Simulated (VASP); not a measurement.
The system is Li.

```
Li
1.0
     3.13000    0.00000    0.00000
    -1.56500    2.71066    0.00000
     0.00000    0.00000    5.11129
Li
2
Direct
  0.33333 0.66667 0.25000
  0.66667 0.33333 0.75000
```

This isn't the form of Li at room conditions, which is bcc.

* Program: VASP 6.6.1
* Task: relaxation of cell and atoms
* Functional: PBEsol
* Potentials or basis: VASP PAW PBE potentials, release 64 (Li_sv)
* Cutoff: 600 eV
* k mesh: 16 × 16 × 9
* Occupations: fermi-dirac, width 0.1 eV
* Spin: no spin polarisation

At the start: pressure -1.0 GPa; volume 21.68 Å³/atom.

Question: Where does the relaxation end?

Answer: Over 3 steps the energy falls by 5.4 meV/atom and the volume is 20.14 Å³/atom (-7.1 %); space group P6_3/mmc (No. 194, to 0.1 Å) before and after.

Step by step:
| step | energy change (eV) | largest force (eV/Å) | pressure (GPa) | volume (Å³) |
| --- | --- | --- | --- | --- |
| 1 | 0.0000 | 0.0000 | -0.96 | 43.37 |
| 2 | -0.0044 | 0.0000 | -0.77 | 42.55 |
| 3 | -0.0109 | 0.0000 | -0.11 | 40.28 |

Final structure:
```xyz
2
Lattice="3.0524 0.0000 0.0000 -1.5262 2.6435 0.0000 0.0000 0.0000 4.9917" Properties=species:S:1:pos:R:3 pbc="T T T"
Li    0.0000    1.7623    1.2479
Li    1.5262    0.8812    3.7437
```

Caveat: the cutoff is under 1.25 times the usual one of these potentials, so pressure, stress and relaxed cells hold a basis-set (Pulay) error; the PAW data sets were made with another functional, which shifts forces and pressure a little.
